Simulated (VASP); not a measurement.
# P (Fd-3m) in VASP: notebook

The runs below take P through relaxation of cell and atoms, single point, with RPBE.

Program: VASP 6.6.1. These are calculated values, not measurements. Logs are shortened: lines on timing, memory, paths and dates and some standing lists are left out, and cuts for length are marked.

**1. The cell of the first run**

Symmetry: Fd-3m, No. 227, cubic system. Conventional cell: a = 5.478 Å, b = 5.478 Å, c = 5.478 Å, α = 90.00°, β = 90.00°, γ = 90.00°. P (site symmetry -43m) has 4 P at 2.37 Å within 3.1 Å.

**2. Relaxation of cell and atoms, RPBE**

INCAR

```
SYSTEM = P
ALGO     = Normal         ! electronic algorithm
EDIFF    = 1E-6           ! SCF threshold, eV
EDIFFG   = -0.01          ! ionic threshold
ENCUT    = 600            ! plane-wave cutoff, eV
GGA      = RP             ! functional
IBRION   = 2              ! ionic algorithm
ISIF     = 3              ! what is computed and relaxed
ISMEAR   = -1             ! smearing method
LASPH    = .TRUE.         ! aspherical terms in the spheres
LCHARG   = .FALSE.        ! write CHGCAR
LREAL    = .FALSE.        ! projectors in reciprocal space
LWAVE    = .FALSE.        ! write WAVECAR
NELM     = 60             ! most SCF steps
NSW      = 80             ! ionic steps
PREC     = Accurate       ! precision mode
SIGMA    = 0.1            ! smearing width, eV
```

KPOINTS

```
k-points
0
G
  10 10 10
  0 0 0
```

POSCAR

```
P
1.0
    0.0000000000      2.7391031705      2.7391031705
    2.7391031705      0.0000000000      2.7391031705
    2.7391031705      2.7391031705      0.0000000000
P
2
Direct
    0.1250000000      0.1250000000      0.1250000000
    0.8750000000      0.8750000000      0.8750000000
```

Potentials or basis: VASP PAW PBE potentials, release 64 (P).

On the command line:

```console
$ cat potpaw_PBE.64/P/POTCAR > POTCAR
$ mpirun -np 1 vasp_std > vasp.out
```

OUTCAR:

```text
SYSTEM = P
   EDIFF = 1E-6
   EDIFFG = -0.01
   ENCUT = 600
   GGA = RP
   IBRION = 2
   ISIF = 3
   ISMEAR = -1
   LASPH = .TRUE.
   LREAL = .FALSE.
   NELM = 60
   NSW = 80
   PREC = Accurate

 ion  position               nearest neighbor table
   1  0.125  0.125  0.125-   2 2.37   2 2.37   2 2.37   2 2.37
   2  0.875  0.875  0.875-   1 2.37   1 2.37   1 2.37   1 2.37

  LATTYP: Found a face centered cubic cell.
 ALAT       =     5.4782063410

  Lattice vectors:

 A1 = (   0.0000000000,   2.7391031705,   2.7391031705)
 A2 = (   2.7391031705,   0.0000000000,   2.7391031705)
 A3 = (   2.7391031705,   2.7391031705,   0.0000000000)

Analysis of symmetry for initial positions (statically):
=====================================================================
 Subroutine PRICEL returns:
 Original cell was already a primitive cell.

 Routine SETGRP: Setting up the symmetry group for a
 face centered cubic supercell.

 Subroutine GETGRP returns: Found 48 space group operations
 (whereof 12 operations were pure point group operations)
 out of a pool of 48 trial point group operations.

The static configuration has the point symmetry D_3d.
 The point group associated with its full space group is O_h .

Analysis of symmetry for dynamics (positions and initial velocities):
=====================================================================
 Subroutine PRICEL returns:
 Original cell was already a primitive cell.

 Routine SETGRP: Setting up the symmetry group for a
 face centered cubic supercell.

 Subroutine GETGRP returns: Found 48 space group operations
 (whereof 12 operations were pure point group operations)
 out of a pool of 48 trial point group operations.

The dynamic configuration has the point symmetry D_3d.
 The point group associated with its full space group is O_h .

 Subroutine INISYM returns: Found 48 space group operations
 (whereof 12 operations are pure point group operations),
 and found     1 'primitive' translations

----------------------------------------------------------------------------------------

                                     Primitive cell

  volume of cell :      41.1013

  direct lattice vectors                    reciprocal lattice vectors
     0.000000000  2.739103170  2.739103170    -0.182541499  0.182541499  0.182541499
     2.739103170  0.000000000  2.739103170     0.182541499 -0.182541499  0.182541499
     2.739103170  2.739103170  0.000000000     0.182541499  0.182541499 -0.182541499

[... 95 lines left out ...]
   NUPDOWN=      -1.0000    fix difference up-down
   EMIN   =  10.00;   EMAX   =-10.00  energy-range for DOS
   EFERMI =   0.00;   METHOD = LEGACY
   ISMEAR =    -1;   SIGMA  =   0.10  broadening in eV -4-tet -1-fermi 0-gaus
   EFERMI_NEDOS =   21; number of points for ismear=-14 and -15
   IALGO  =     38    algorithm
   IMIX   =      4    mixing-type and parameters
     AMIX     =   0.40;   BMIX     =  1.00
     AMIX_MAG =   1.60;   BMIX_MAG =  1.00
  volume/ion in A,a.u.               =      20.55       138.68
  Fermi-wavevector in a.u.,A,eV,Ry     =   1.022013  1.931325 14.211431  1.044511
  Thomas-Fermi vector in A             =   2.155669
   LORBIT       =      0    0 simple, 1 ext, 2 COOP (PROOUT), +10 PAW based schemes
   GGA     = RP    functional components
   LHFCALC =     F    Hartree Fock is set to
   AEXX    =    0.0000 exact exchange contribution
   IVDW    =     0    specifies the selected vdW correction
   LEPSILON=     F    determine dielectric tensor
   LRPA    =     F    only Hartree local field effects (RPA)
 conjugate gradient relaxation of ions
 non-spin polarized calculation
  energy-cutoff  :      600.00
  volume of cell :       41.10
 maximum number of plane-waves:      1390
   NGX = 15   NGY = 15   NGZ = 15

--------------------------------------- Ionic step        1  -------------------------------------------

 number of electron      10.0000000 magnetization

 number of electron       9.9999999 magnetization

 Free energy of the ion-electron system (eV)
  ---------------------------------------------------
  ext. energy  EPLUGINS =         0.00000000
  ---------------------------------------------------
  free energy    TOTEN  =        -8.98237357 eV

  energy without entropy =       -8.93689070  energy(sigma->0) =       -8.95963214

------------------------ aborting loop because EDIFF is reached ----------------------------------------

  FORCE on cell =-STRESS in cart. coord.  units (eV):
  Direction    XX          YY          ZZ          XY          YZ          ZX
  --------------------------------------------------------------------------------------
  -------------------------------------------------------------------------------------
  Total        0.2840975      0.2840975      0.2840975      0.0000000     -0.0000000     -0.0000000
  in kB       11.0744683     11.0744683     11.0744683      0.0000000     -0.0000000     -0.0000000
  external PRESSURE =      11.0744683 kB  Pullay stress =       0.0000000 kB
[... 59 lines left out ...]
--------------------------------------- Ionic step        3  -------------------------------------------

 number of electron       9.9999998 magnetization

 Free energy of the ion-electron system (eV)
  ---------------------------------------------------
  ext. energy  EPLUGINS =         0.00000000
  ---------------------------------------------------
  free energy    TOTEN  =        -8.98622675 eV

  energy without entropy =       -8.93897873  energy(sigma->0) =       -8.96260274

 E-fermi :   5.6815     XC(G=0):  -9.3132

 val. band max:        5.6638245411   @ k =   0.5000   0.4000   0.1000
 cond. band min:       5.6949144072   @ k =   0.2000   0.1000   0.0000
 fundamental gap:      0.0310898661
 Fermi energy:         5.6815419318

 k-point     1 :       0.0000    0.0000    0.0000
  band No.  band energies     occupation
      1      -9.0548      2.00000
      2       2.1198      2.00000
      3       2.7416      2.00000
      4       2.7416      2.00000
      5       2.7416      2.00000
      6       5.8382      0.34537
      7       5.8382      0.34537
      8       5.8382      0.34537
      9      11.8512      0.00000
[... 265 lines left out ...]
 k-point    24 :       0.4000    0.3000    0.0000
  band No.  band energies     occupation
      1      -7.2427      2.00000
      2      -3.5359      2.00000
      3       0.5875      2.00000
      4       0.8486      2.00000
      5       4.8048      1.99969
      6       5.7296      0.76422
      7       9.3717      0.00000
      8       9.6385      0.00000
      9      12.1119      0.00000

 [... further k-points ...]
[... 5 lines left out ...]
  --------------------------------------------------------------------------------------
  -------------------------------------------------------------------------------------
  Total       -0.0014291     -0.0014291     -0.0014291      0.0000000      0.0000000     -0.0000000
  in kB       -0.0541956     -0.0541956     -0.0541956      0.0000000      0.0000000     -0.0000000
  external PRESSURE =      -0.0541956 kB  Pullay stress =       0.0000000 kB
[... 17 lines left out ...]
  FREE ENERGIE OF THE ION-ELECTRON SYSTEM (eV)
  ---------------------------------------------------
  free  energy   TOTEN  =        -8.9862267518 eV

  energy  without entropy=       -8.9389787291  energy(sigma->0) =       -8.96260274

 reached required accuracy - stopping structural energy minimisation
```

OSZICAR:

```text
N       E                     dE             d eps       ncg     rms          rms(c)
DAV:   1     0.255178712797E+02    0.25518E+02   -0.47719E+03   846   0.104E+03
DAV:   2    -0.783743993963E+01   -0.33355E+02   -0.32458E+02  1318   0.124E+02
DAV:   3    -0.902125483587E+01   -0.11838E+01   -0.11711E+01  1165   0.253E+01
[... 20 lines left out ...]
DAV:   2    -0.898648309326E+01    0.61402E-03   -0.71297E-04   896   0.182E-01    0.941E-02
DAV:   3    -0.898623174510E+01    0.25135E-03   -0.65506E-04   894   0.143E-01    0.225E-02
DAV:   4    -0.898622993795E+01    0.18071E-05   -0.80493E-06   953   0.235E-02    0.157E-02
DAV:   5    -0.898622754805E+01    0.23899E-05   -0.64079E-07   466   0.682E-03    0.371E-03
DAV:   6    -0.898622675177E+01    0.79628E-06   -0.16717E-07   453   0.358E-03
   3 F= -.89862268E+01 E0= -.89626027E+01  d E =-.385318E-02
```

Run time: 54 s. Hardware: 1 thread of Intel Xeon 6975P-C, shared host; peak memory 0.18 GiB.

What came out:

```
Free energy                            : -8.9862 eV
Relaxed volume                         : 21.12 Å³/atom
Relaxed cell                           : a = 3.909 Å, b = 3.909 Å, c = 3.909 Å, α = 60.00°, β = 60.00°, γ = 60.00°
Space group after relaxing (to 0.05 Å) : Fd-3m (No. 227)
Energy gained by relaxing              : 1.9 meV/atom
Ionic steps                            : 3
Pressure after relaxing                : 0.0 GPa
Band gap on the k mesh                 : zero (band 5 reaches 6.70 eV, above the bottom of band 6 at 4.68 eV)
```

Step by step:
```tsv
step	energy change (eV)	largest force (eV/Å)	pressure (GPa)	volume (Å³)
1	0.0000	0.0000	1.11	41.10
2	-0.0036	0.0000	0.27	41.95
3	-0.0039	0.0000	-0.01	42.25
```

Final structure:
```
P
1.0
     0.00000    2.76436    2.76436
     2.76436    0.00000    2.76436
     2.76436    2.76436    0.00000
P
2
Direct
  0.12500 0.12500 0.12500
  0.87500 0.87500 0.87500
```

Caveat: the PAW data sets were made with another functional, which shifts forces and pressure a little.

**3. Single point, RPBE**

This run uses another cell than the first one, of 21.27 Å³/atom, 1.035 times its volume.

INCAR

```
ALGO     = Normal         # electronic algorithm
EDIFF    = 1E-6           # SCF threshold, eV
ENCUT    = 520            # plane-wave cutoff, eV
GGA      = RP             # functional
ISIF     = 2              # what is computed and relaxed
ISMEAR   = -1             # smearing method
LASPH    = T              # aspherical terms in the spheres
LCHARG   = F              # write CHGCAR
LREAL    = F              # projectors in reciprocal space
LWAVE    = F              # write WAVECAR
NBANDS   = 12             # bands
NELM     = 80             # most SCF steps
PREC     = Accurate       # precision mode
SIGMA    = 0.1            # smearing width, eV
```

KPOINTS

```
k-points
0
Gamma
  16 16 16
```

POSCAR

```
P
1.0
    0.0000000000      2.7705792786      2.7705792786
    2.7705792786      0.0000000000      2.7705792786
    2.7705792786      2.7705792786      0.0000000000
P
2
Direct
    0.1250000000      0.1250000000      0.1250000000
    0.8750000000      0.8750000000      0.8750000000
```

Potentials or basis: VASP PAW PBE potentials, release 64 (P).

On the command line:

```console
$ cat potpaw_PBE.64/P/POTCAR > POTCAR
$ mpirun -np 1 vasp_std > vasp.out
```

Run time: 1.7 min. Hardware: 1 thread of Intel Xeon 6975P-C, shared host; peak memory 0.19 GiB.

It converged, with:

| Quantity | Value |
| --- | --- |
| Free energy | -8.9831 eV |
| Pressure | -0.1 GPa |
| Band gap on the k mesh | zero (band 5 reaches 7.13 eV, above the bottom of band 6 at 4.63 eV) |

Levels at points of the mesh, in eV from the Fermi level:
| k point | band 2 | band 3 | band 4 | band 5 | band 6 | band 7 | band 8 | band 9 |
| --- | --- | --- | --- | --- | --- | --- | --- | --- |
| (0.00, 0.00, 0.00) | -3.68 | -2.99 | -2.99 | -2.99 | 0.10 | 0.10 | 0.10 | 6.09 |
| (0.50, 0.00, 0.00) | -9.76 | -3.99 | -3.99 | -2.39 | 1.35 | 1.35 | 5.56 | 8.16 |
| (0.50, 0.50, 0.00) | -11.30 | -5.22 | -5.22 | -1.05 | -1.05 | 5.54 | 5.54 | 8.38 |

Caveat: the PAW data sets were made with another functional, which shifts forces and pressure a little.
